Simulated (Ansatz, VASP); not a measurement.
Ag in VASP and in Ansatz

The input INCAR:

```
SYSTEM = Ag
PREC = Accurate
ENCUT = 520
EDIFF = 1E-6
ISMEAR = -1
SIGMA = 0.01
LREAL = .FALSE.
LASPH = .TRUE.
NELM = 80
ALGO = Normal
ISIF = 2
LWAVE = .FALSE.
LCHARG = .FALSE.
GGA = CA
NBANDS = 12
```

File KPOINTS:

```
regular mesh
0
G
  13 13 13
  0 0 0
```

File POSCAR:

```
Ag
1.0
    0.0000000000      1.9996579419      1.9996579419
    1.9996579419      0.0000000000      1.9996579419
    1.9996579419      1.9996579419      0.0000000000
Ag
1
Direct
    0.0000000000      0.0000000000      0.0000000000
```

Input for Ansatz:

```yaml
crystal:
  lattice:
    - [0.0, 1.9996579419, 1.9996579419]
    - [1.9996579419, 0.0, 1.9996579419]
    - [1.9996579419, 1.9996579419, 0.0]
  atoms:
    - { symbol: Ag, position: [0.0, 0.0, 0.0] }
hamiltonian:
  xc: lda
  pseudopotentials:
    kind: paw
    azcp:
      Ag: "pseudopotentials/Ag.paw.azcp"
basis:
  ecutwfc: 420
  fft_grid_basis: typed
kpoints:
  mp_grid: { grid: [13, 13, 13], shift: [0, 0, 0] }
magnetization:
  spin_polarized: false
scf:
  occupations: { method: fermi_dirac, width: 0.01 }
  lower_state_search: "off"
output:
  stress: true
```

Alike in both runs: task single point; functional LDA; k mesh 13 × 13 × 13; occupations fermi-dirac, width 0.01 eV; no spin polarisation.

```csv
,VASP,Ansatz
version,VASP 6.6.1,Ansatz 0.2.0
potentials or method,"VASP PAW LDA potentials, release 64 (Ag), cutoff 520 eV","plane waves (420 eV) with PAW, scalar-relativistic"
valence electrons in the cell,11,19
```

Ansatz gave:

| Property | Result |
| --- | --- |
| pressure (GPa) | -0.1 |

Question: Which values does VASP return?

Answer: Pressure (GPa): 0.1.

Ansatz warns that its potentials were made for another functional, while VASP's fit it. LDA's correlation is that of Perdew and Zunger in VASP and of Perdew and Wang (1992) in Ansatz. VASP's potentials hold 11 valence electrons a cell and Ansatz's 19, so a difference there can come from the potentials and not from the codes.
